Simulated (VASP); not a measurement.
# Ba2C (Fm-3m) in VASP: settings compared

Aim: see how the results for Ba2C move with the level of theory and the settings. Levels: LDA, PBE-based global hybrid with 35 % exact exchange, PBE-based screened hybrid with 100 % exact exchange. Tasks: single point.

All numbers are computed with VASP 6.6.1; they aren't measurements. Logs are shortened: lines on timing, memory, paths and dates and some standing lists are left out, and cuts for length are marked.

## 1. The cell of the first run

Symmetry: Fm-3m, No. 225, cubic system. Conventional cell: a = 7.013 Å, b = 7.013 Å, c = 7.013 Å, α = 90.00°, β = 90.00°, γ = 90.00°. Within 4.0 Å of C (site symmetry m-3m) lie 8 Ba at 3.04 Å. Ba (site symmetry -43m) has 4 C at 3.04 Å and 6 Ba at 3.51 Å within 4.0 Å.

## 2. Single point, LDA

INCAR reads:

```
SYSTEM = Ba2C
ALGO = Normal ; EDIFF = 1E-7
ENCUT = 520 ; GGA = CA
ISIF = 2 ; ISMEAR = -1
LASPH = .TRUE. ; LCHARG = .TRUE.
LELF = .TRUE. ; LREAL = .FALSE.
LVHAR = .TRUE. ; LWAVE = .FALSE.
NBANDS = 19 ; NELM = 60
PREC = Accurate ; SIGMA = 0.02
```

KPOINTS reads:

```
k-points
0
G
  4 4 4
  0 0 0
```

POSCAR reads:

```
Ba2C
1.0
    0.0000000000      3.5066490218      3.5066490218
    3.5066490218      0.0000000000      3.5066490218
    3.5066490218      3.5066490218      0.0000000000
C Ba
1 2
Direct
    0.0000000000      0.0000000000      0.0000000000
    0.2500000000      0.2500000000      0.2500000000
    0.7500000000      0.7500000000      0.7500000000
```

Potentials or basis: VASP PAW LDA potentials, release 64 (C, Ba_sv).

Command:

```bash
$ cat potpaw_LDA.64/C/POTCAR potpaw_LDA.64/Ba_sv/POTCAR > POTCAR
$ mpirun -np 1 vasp_std > vasp.out
```

OUTCAR:

```text
SYSTEM = Ba2C
   EDIFF = 1E-7
   ENCUT = 520
   GGA = CA
   ISIF = 2
   ISMEAR = -1
   LASPH = .TRUE.
   LREAL = .FALSE.
   NELM = 60
   PREC = Accurate

 ion  position               nearest neighbor table
   1  0.000  0.000  0.000-   2 3.04   3 3.04   3 3.04   3 3.04   3 3.04   2 3.04   2 3.04   2 3.04

   2  0.250  0.250  0.250-   1 3.04   1 3.04   1 3.04   1 3.04   3 3.51   3 3.51   3 3.51   3 3.51
                             3 3.51   3 3.51
   3  0.750  0.750  0.750-   1 3.04   1 3.04   1 3.04   1 3.04   2 3.51   2 3.51   2 3.51   2 3.51
                             2 3.51   2 3.51

  LATTYP: Found a face centered cubic cell.
 ALAT       =     7.0132980436

  Lattice vectors:

 A1 = (   0.0000000000,   3.5066490218,   3.5066490218)
 A2 = (   3.5066490218,   0.0000000000,   3.5066490218)
 A3 = (   3.5066490218,   3.5066490218,   0.0000000000)

Analysis of symmetry for initial positions (statically):
=====================================================================
 Subroutine PRICEL returns:
 Original cell was already a primitive cell.

 Routine SETGRP: Setting up the symmetry group for a
 face centered cubic supercell.

 Subroutine GETGRP returns: Found 48 space group operations
 (whereof 48 operations were pure point group operations)
 out of a pool of 48 trial point group operations.

The static configuration has the point symmetry O_h .

Analysis of symmetry for dynamics (positions and initial velocities):
=====================================================================
 Subroutine PRICEL returns:
 Original cell was already a primitive cell.

 Routine SETGRP: Setting up the symmetry group for a
 face centered cubic supercell.

 Subroutine GETGRP returns: Found 48 space group operations
 (whereof 48 operations were pure point group operations)
 out of a pool of 48 trial point group operations.

The dynamic configuration has the point symmetry O_h .

 Subroutine INISYM returns: Found 48 space group operations
 (whereof 48 operations are pure point group operations),
 and found     1 'primitive' translations

----------------------------------------------------------------------------------------

                                     Primitive cell

  volume of cell :      86.2396

  direct lattice vectors                    reciprocal lattice vectors
     0.000000000  3.506649022  3.506649022    -0.142586269  0.142586269  0.142586269
     3.506649022  0.000000000  3.506649022     0.142586269 -0.142586269  0.142586269
     3.506649022  3.506649022  0.000000000     0.142586269  0.142586269 -0.142586269

  length of vectors
     4.959150605  4.959150605  4.959150605     0.246966662  0.246966662  0.246966662

  position of ions in fractional coordinates (direct lattice)
     0.000000000  0.000000000  0.000000000
     0.250000000  0.250000000  0.250000000
     0.750000000  0.750000000  0.750000000

  ion indices of the primitive-cell ions
   primitive index   ion index
                 1           1
                 2           2
                 3           3

----------------------------------------------------------------------------------------

 KPOINTS: k-points

Automatic generation of k-mesh.
 Grid dimensions read from file:
 generate k-points for:    4    4    4

 Generating k-lattice:

  Cartesian coordinates                     Fractional coordinates (reciprocal lattice)
    -0.035646567  0.035646567  0.035646567     0.250000000  0.000000000  0.000000000
     0.035646567 -0.035646567  0.035646567     0.000000000  0.250000000  0.000000000
     0.035646567  0.035646567 -0.035646567     0.000000000  0.000000000  0.250000000

  Length of vectors
     0.061741666  0.061741666  0.061741666

  Shift w.r.t. Gamma in fractional coordinates (k-lattice)
     0.000000000  0.000000000  0.000000000

 Subroutine IBZKPT returns following result:
 ===========================================

 Found      8 irreducible k-points:

 Following reciprocal coordinates:
            Coordinates               Weight
  0.000000  0.000000  0.000000      1.000000
  0.250000  0.000000  0.000000      8.000000
  0.500000  0.000000  0.000000      4.000000
  0.250000  0.250000  0.000000      6.000000
  0.500000  0.250000  0.000000     24.000000
 -0.250000  0.250000  0.000000     12.000000
  0.500000  0.500000  0.000000      3.000000
 -0.250000  0.500000  0.250000      6.000000
   k-points           NKPTS =      8   k-points in BZ     NKDIM =      8   number of bands    NBANDS=     19
   number of dos      NEDOS =    301   number of ions     NIONS =      3
   total plane-waves  NPLWV =  64000
   dimension x,y,z NGX =    40 NGY =   40 NGZ =   40
   dimension x,y,z NGXF=    80 NGYF=   80 NGZF=   80
   ions per type =               1   2
   NGX,Y,Z   is equivalent  to a cutoff of  13.41, 13.41, 13.41 a.u.
   NGXF,Y,Z  is equivalent  to a cutoff of  26.82, 26.82, 26.82 a.u.
 SYSTEM =  Ba2C
   PREC   = accura    normal or accurate (medium, high low for compatibility)
   ISTART =      0    job   : 0-new  1-cont  2-samecut
   ICHARG =      2    charge: 1-file 2-atom 10-const
   ISPIN  =      1    spin polarized calculation?
   LNONCOLLINEAR =      F non collinear calculations
   LSORBIT =      F    spin-orbit coupling
   LASPH  =      T    aspherical Exc in radial PAW
   ENCUT  =  520.0 eV  38.22 Ry    6.18 a.u.   9.22  9.22  9.22*2*pi/ulx,y,z
   NELM   =     60;   NELMIN=  2; NELMDL= -5     # of ELM steps
   EDIFF  = 0.1E-06   stopping-criterion for ELM
   LREAL  =      F    real-space projection
   EDIFFG = 0.1E-05   stopping-criterion for IOM
   NSW    =      0    number of steps for IOM
   IBRION =     -1    ionic relax: 0-MD 1-quasi-New 2-CG
   NFREE  =      0    steps in history (QN), initial steepest desc. (CG)
   ISIF   =      2    stress and relaxation
   ISYM   =      2    0-nonsym 1-usesym 2-fastsym
   POTIM  = 0.5000    time-step for ionic-motion
   TEBEG  =    0.0;   TEEND  =   0.0 temperature during run
   PSTRESS=    0.0 pullay stress
   NELECT =      24.0000    total number of electrons
   NUPDOWN=      -1.0000    fix difference up-down
   EMIN   =  10.00;   EMAX   =-10.00  energy-range for DOS
   EFERMI =   0.00;   METHOD = LEGACY
   ISMEAR =    -1;   SIGMA  =   0.02  broadening in eV -4-tet -1-fermi 0-gaus
   EFERMI_NEDOS =   21; number of points for ismear=-14 and -15
   IALGO  =     38    algorithm
   IMIX   =      4    mixing-type and parameters
     AMIX     =   0.40;   BMIX     =  1.00
     AMIX_MAG =   1.60;   BMIX_MAG =  1.00
  volume/ion in A,a.u.               =      28.75       193.99
  Fermi-wavevector in a.u.,A,eV,Ry     =   1.068832  2.019800 15.543333  1.142403
  Thomas-Fermi vector in A             =   2.204493
   LORBIT       =      0    0 simple, 1 ext, 2 COOP (PROOUT), +10 PAW based schemes
   GGA     = CA    functional components
   LHFCALC =     F    Hartree Fock is set to
   AEXX    =    0.0000 exact exchange contribution
   IVDW    =     0    specifies the selected vdW correction
   LEPSILON=     F    determine dielectric tensor
   LRPA    =     F    only Hartree local field effects (RPA)
 non-spin polarized calculation
  energy-cutoff  :      520.00
  volume of cell :       86.24
 maximum number of plane-waves:      2346
 NGX is ok and might be reduce to    40
   NGX = 19   NGY = 19   NGZ = 19

 number of electron      23.9999999 magnetization

 Free energy of the ion-electron system (eV)
  ---------------------------------------------------
  ext. energy  EPLUGINS =         0.00000000
  ---------------------------------------------------
  free energy    TOTEN  =       -12.63624574 eV

  energy without entropy =      -12.63303884  energy(sigma->0) =      -12.63464229

 E-fermi :   3.1776     XC(G=0):  -9.5205

 val. band max:        2.8931667539   @ k =   0.5000   0.5000   0.0000
 cond. band min:       3.1823067597   @ k =   0.5000   0.5000   0.0000
 fundamental gap:      0.2891400058
 Fermi energy:         3.1775771077

 k-point     1 :       0.0000    0.0000    0.0000
  band No.  band energies     occupation
      1     -25.1207      2.00000
      2     -24.4692      2.00000
      3     -10.6776      2.00000
      4     -10.6776      2.00000
      5     -10.6776      2.00000
      6      -9.4280      2.00000
[... 11 lines left out ...]
     18       7.5566      0.00000
     19      10.4525      0.00000

 k-point     2 :       0.2500    0.0000    0.0000
  band No.  band energies     occupation
      1     -25.0249      2.00000
      2     -24.5641      2.00000
      3     -10.6057      2.00000
      4     -10.5423      2.00000
      5     -10.5423      2.00000
      6      -9.8114      2.00000
[... 11 lines left out ...]
     18       7.0993      0.00000
     19       9.8313      0.00000

 k-point     3 :       0.5000    0.0000    0.0000
  band No.  band energies     occupation
      1     -24.7943      2.00000
      2     -24.7939      2.00000
      3     -10.4170      2.00000
      4     -10.2639      2.00000
      5     -10.1714      2.00000
      6     -10.1714      2.00000
[... 11 lines left out ...]
     18       6.9865      0.00000
     19       6.9865      0.00000

 k-point     4 :       0.2500    0.2500    0.0000
  band No.  band energies     occupation
      1     -25.0093      2.00000
      2     -24.5749      2.00000
      3     -10.8416      2.00000
      4     -10.8416      2.00000
      5     -10.5514      2.00000
      6      -9.9176      2.00000
[... 11 lines left out ...]
     18       7.1362      0.00000
     19       7.5089      0.00000

 k-point     5 :       0.5000    0.2500    0.0000
  band No.  band energies     occupation
      1     -24.8660      2.00000
      2     -24.7127      2.00000
      3     -11.0926      2.00000
      4     -10.8133      2.00000
      5     -10.7592      2.00000
      6      -9.5545      2.00000
[... 11 lines left out ...]
     18       7.8162      0.00000
     19       8.2273      0.00000

 k-point     6 :      -0.2500    0.2500    0.0000
  band No.  band energies     occupation
      1     -24.9005      2.00000
      2     -24.6831      2.00000
      3     -11.0484      2.00000
      4     -10.4475      2.00000
      5     -10.2924      2.00000
      6     -10.0936      2.00000
[... 11 lines left out ...]
     18       7.5569      0.00000
     19       7.7785      0.00000

 k-point     7 :       0.5000    0.5000    0.0000
  band No.  band energies     occupation
      1     -24.8929      2.00000
      2     -24.6765      2.00000
      3     -11.4342      2.00000
      4     -10.9949      2.00000
      5     -10.9949      2.00000
      6      -9.2113      2.00000
[... 11 lines left out ...]
     18       7.4294      0.00000
     19       7.5816      0.00000

 k-point     8 :      -0.2500    0.5000    0.2500
  band No.  band energies     occupation
      1     -24.7869      2.00000
      2     -24.7869      2.00000
      3     -11.2906      2.00000
      4     -11.1597      2.00000
      5     -10.1843      2.00000
      6     -10.1843      2.00000
[... 11 lines left out ...]
     18       6.7973      0.00000
     19       8.7756      0.00000

------------------------ aborting loop because EDIFF is reached ----------------------------------------

  FORCE on cell =-STRESS in cart. coord.  units (eV):
  Direction    XX          YY          ZZ          XY          YZ          ZX
  --------------------------------------------------------------------------------------
  -------------------------------------------------------------------------------------
  Total       -1.0340650     -1.0340650     -1.0340650     -0.0000000      0.0000000      0.0000000
  in kB      -19.2110685    -19.2110685    -19.2110685     -0.0000000      0.0000000      0.0000000
  external PRESSURE =     -19.2110685 kB  Pullay stress =       0.0000000 kB

 VOLUME and BASIS-vectors are now :
 -----------------------------------------------------------------------------
  energy-cutoff  :      520.00
  volume of cell :       86.24
      direct lattice vectors                 reciprocal lattice vectors
     0.000000000  3.506649022  3.506649022    -0.142586269  0.142586269  0.142586269
     3.506649022  0.000000000  3.506649022     0.142586269 -0.142586269  0.142586269
     3.506649022  3.506649022  0.000000000     0.142586269  0.142586269 -0.142586269

 POSITION                                       TOTAL-FORCE (eV/Angst)
 -----------------------------------------------------------------------------------
      0.00000      0.00000      0.00000         0.000000      0.000000      0.000000
      1.75332      1.75332      1.75332         0.000000      0.000000      0.000000
      5.25997      5.25997      5.25997        -0.000000     -0.000000     -0.000000
 -----------------------------------------------------------------------------------
    total drift:                                0.000000     -0.000000      0.000000

  FREE ENERGIE OF THE ION-ELECTRON SYSTEM (eV)
  ---------------------------------------------------
  free  energy   TOTEN  =       -12.6362457434 eV

  energy  without entropy=      -12.6330388403  energy(sigma->0) =      -12.63464229
```

Wall time 16 s (1 thread of Intel Xeon Platinum 8259CL at 2.50GHz (Skylake/Cascade Lake), shared host); peak memory 0.19 GiB.

Results:

- Free energy: -12.6362 eV
- Pressure: -1.9 GPa
- Band gap on the k mesh: zero (filled and empty bands touch)

Levels at points of the mesh, in eV from the Fermi level:
```tsv
k point	band 9	band 10	band 11	band 12	band 13	band 14	band 15	band 16
(0.00, 0.00, 0.00)	-8.02	-2.02	-2.02	-2.02	0.03	0.05	0.05	4.38
(0.50, 0.00, 0.00)	-7.43	-0.82	-0.82	-0.80	1.18	2.14	2.14	3.76
(0.50, 0.50, 0.00)	-7.54	-1.77	-0.28	0.00	0.00	0.96	1.51	4.17
```

Caveat: the k points lie up to 0.39 Å⁻¹ apart; the structure was generated, so it needn't be the stable form of Ba2C; spin-orbit coupling is left out, which moves the levels of the heavy elements.

## 3. Single point, PBE-based global hybrid with 35 % exact exchange

POSCAR is that of step 2.

INCAR.step1 reads:

```
SYSTEM = Ba2C
ALGO = Normal ; EDIFF = 1E-5
ENCUT = 520 ; GGA = PE
ISIF = 2 ; ISMEAR = -1
LASPH = .True. ; LREAL = .False.
LWAVE = .True. ; NBANDS = 19
NELM = 80 ; PREC = Accurate
SIGMA = 0.02
```

INCAR.step2 reads:

```
SYSTEM = Ba2C
AEXX = 0.35 ; ALGO = Normal
EDIFF = 1E-6 ; ENCUT = 520
GGA = PE ; ISIF = 2
ISMEAR = -1 ; ISTART = 1
LASPH = .True. ; LCHARG = .True.
LELF = .True. ; LHFCALC = .True.
LREAL = .False. ; LVHAR = .True.
LWAVE = .False. ; NBANDS = 19
NELM = 80 ; PREC = Accurate
PRECFOCK = Normal ; SIGMA = 0.02
```

KPOINTS reads:

```
k-points
0
Gamma
  4 4 4
  0 0 0
```

Potentials or basis: VASP PAW PBE potentials, release 64 (C, Ba_sv).

Command:

```bash
$ cat potpaw_PBE.64/C/POTCAR potpaw_PBE.64/Ba_sv/POTCAR > POTCAR
$ cp INCAR.step1 INCAR
$ mpirun -np 1 vasp_std > vasp.out
$ cp INCAR.step2 INCAR
$ mpirun -np 1 vasp_std > vasp.out
```

It took 21 min on 1 thread of Intel Xeon Platinum 8259CL at 2.50GHz (Skylake/Cascade Lake), shared host; peak memory 0.26 GiB.

The run converged. Its results:

| Item | Value |
| --- | --- |
| Free energy | -13.0184 eV |
| Pressure | 1.2 GPa |
| Band gap on the k mesh | 1.05 eV |

Levels at points of the mesh, in eV from the valence-band top:
| k point | band 8 | band 9 | band 10 | band 11 | band 12 | band 13 | band 14 | band 15 | band 16 | band 17 |
| --- | --- | --- | --- | --- | --- | --- | --- | --- | --- | --- |
| (0.00, 0.00, 0.00) | -14.29 | -9.84 | -2.42 | -2.42 | -2.42 | 1.41 | 1.95 | 1.95 | 6.71 | 6.71 |
| (0.50, 0.00, 0.00) | -15.05 | -9.10 | -1.02 | -1.02 | -0.97 | 2.85 | 3.94 | 3.94 | 5.92 | 5.92 |
| (0.50, 0.50, 0.00) | -13.85 | -9.22 | -1.97 | 0.00 | 0.00 | 1.05 | 3.03 | 3.51 | 6.24 | 6.24 |

Caveat: the structure was generated, so it needn't be the stable form of Ba2C; the PAW data sets were made with another functional, which shifts forces and pressure a little; spin-orbit coupling is left out, which moves the levels of the heavy elements.

## 4. Single point, PBE-based screened hybrid with 100 % exact exchange

POSCAR is that of step 3.

INCAR.step1 reads:

```
SYSTEM = Ba2C
ALGO     = Normal         ! electronic algorithm
EDIFF    = 1E-5           ! SCF threshold, eV
ENCUT    = 520            ! plane-wave cutoff, eV
GGA      = PE             ! functional
ISIF     = 2              ! what is computed and relaxed
ISMEAR   = -1             ! smearing method
LASPH    = .True.         ! aspherical terms in the spheres
LREAL    = .False.        ! projectors in reciprocal space
LWAVE    = .True.         ! write WAVECAR
NBANDS   = 19             ! bands
NELM     = 100            ! most SCF steps
PREC     = Accurate       ! precision mode
SIGMA    = 0.02           ! smearing width, eV
```

INCAR.step2 reads:

```
SYSTEM = Ba2C
AEXX     = 1.0            ! exact-exchange fraction
AGGAC    = 1.0          
ALDAC    = 1.0          
ALGO     = Normal         ! electronic algorithm
EDIFF    = 1E-6           ! SCF threshold, eV
ENCUT    = 520            ! plane-wave cutoff, eV
GGA      = PE             ! functional
HFSCREEN = 0.2078         ! screening, 1/A
ISIF     = 2              ! what is computed and relaxed
ISMEAR   = -1             ! smearing method
ISTART   = 1            
LASPH    = .True.         ! aspherical terms in the spheres
LCHARG   = .True.         ! write CHGCAR
LELF     = .True.         ! ELF
LHFCALC  = .True.         ! exact exchange
LREAL    = .False.        ! projectors in reciprocal space
LVHAR    = .True.       
LWAVE    = .False.        ! write WAVECAR
NBANDS   = 19             ! bands
NELM     = 100            ! most SCF steps
PREC     = Accurate       ! precision mode
PRECFOCK = Normal       
SIGMA    = 0.02           ! smearing width, eV
```

KPOINTS is that of step 3.

Command:

```bash
$ cat potpaw_PBE.64/C/POTCAR potpaw_PBE.64/Ba_sv/POTCAR > POTCAR
$ cp INCAR.step1 INCAR
$ mpirun -np 1 vasp_std > vasp.out
$ cp INCAR.step2 INCAR
$ mpirun -np 1 vasp_std > vasp.out
```

It took 35 min on 1 thread of Intel Xeon Platinum 8259CL at 2.50GHz (Skylake/Cascade Lake), shared host; peak memory 0.36 GiB.

It converged, with:

* Free energy: -15.6871 eV
* Pressure: 0.1 GPa
* Band gap on the k mesh: 1.70 eV

Levels at points of the mesh, in eV from the valence-band top:
| k point | band 9 | band 10 | band 11 | band 12 | band 13 | band 14 | band 15 | band 16 |
| --- | --- | --- | --- | --- | --- | --- | --- | --- |
| (0.00, 0.00, 0.00) | -12.42 | -2.72 | -2.72 | -2.72 | 2.14 | 2.99 | 2.99 | 8.27 |
| (0.50, 0.00, 0.00) | -11.36 | -1.21 | -1.21 | -0.96 | 3.66 | 4.97 | 4.97 | 7.37 |
| (0.50, 0.50, 0.00) | -11.49 | -2.15 | 0.00 | 0.00 | 1.70 | 4.34 | 4.76 | 7.55 |

Caveat: the structure was generated, so it needn't be the stable form of Ba2C; the PAW data sets were made with another functional, which shifts forces and pressure a little; spin-orbit coupling is left out, which moves the levels of the heavy elements.

## 5. The runs side by side

| level | potentials or basis | grid for exact exchange (PRECFOCK) | share of exact exchange | screening parameter | gap on the mesh (eV) | pressure (GPa) |
| --- | --- | --- | --- | --- | --- | --- |
| LDA | VASP PAW LDA potentials, release 64 (C, Ba_sv) | - | - | - | none | -1.9 |
| PBE-based global hybrid with 35 % exact exchange | VASP PAW PBE potentials, release 64 (C, Ba_sv) | Normal | 0.35 | - | 1.05 | 1.2 |
| PBE-based screened hybrid with 100 % exact exchange | VASP PAW PBE potentials, release 64 (C, Ba_sv) | Normal | 1 | 0.2078 1/Å | 1.70 | 0.1 |

Alike in all rows: task single point; no spin polarisation; cell as given; k mesh 4 × 4 × 4; cutoff (eV) 520; smearing fermi-dirac 0.02 eV.

Caveats: some runs use coarse meshes; the structure was generated, so it needn't be the stable form of Ba2C; spin-orbit coupling is left out, which moves the levels of the heavy elements; the PAW data sets were made with another functional, which shifts forces and pressure a little (at least some runs).

Absolute energies hang on the potentials; compare differences alone.

The gap in the log of VASP goes by the Fermi energy; the results here count the filled bands.